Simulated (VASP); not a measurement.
Wanted: the native input for a VASP 6.6.1 run.

- Task: single point
- Functional: PBE
- Potentials or basis: VASP PAW PBE potentials, release 64 (Ag, Cl)
- Cutoff: 520 eV
- k mesh: 9 × 9 × 9
- Occupations: fermi-dirac, width 0.01 eV
- Spin: no spin polarisation
- Dipole correction: no
- Further INCAR settings: ALGO = Normal; EDIFF = 1e-06; NBANDS = 16

The structure of AgCl lies in POSCAR:

```
AgCl
1.0
    3.4339730000      0.0171698650      0.0171698650
    0.0171698650      3.4339730000      0.0171698650
    0.0171698650      0.0171698650      3.4339730000
Ag Cl
1 1
Direct
    0.0000000000      0.0000000000      0.0000000000
    0.5000000000      0.5000000000      0.5000000000
```

This cell differs from its parent crystal: equal xy, yz and zx shear strains of +1 %.

One way to write it, as run:

INCAR

```
PREC = Accurate
ENCUT = 520
EDIFF = 1E-6
ISMEAR = -1
SIGMA = 0.01
LREAL = False
LASPH = True
NELM = 60
ALGO = Normal
ISIF = 2
LWAVE = False
LCHARG = False
GGA = PE
NBANDS = 16
```

KPOINTS

```
regular mesh
0
Gamma
  9 9 9
```

Potentials or basis: VASP PAW PBE potentials, release 64 (Ag, Cl).

Command:

```bash
$ cat potpaw_PBE.64/Ag/POTCAR potpaw_PBE.64/Cl/POTCAR > POTCAR
$ mpirun -np 1 vasp_std > vasp.out
```

It gave:

The pressure is -0.2 GPa. The band gap on the k mesh is 0.58 eV (least direct gap 2.03 eV).

Caveat: the cell differs from its parent crystal (equal xy, yz and zx shear strains of +1 %); semilocal functionals underestimate gaps, and a narrow one can read as zero.

Wall time 29 s on 1 thread of Intel(R) Xeon(R) Platinum 8488C (Sapphire Rapids) (shared host), peak memory 0.19 GiB.
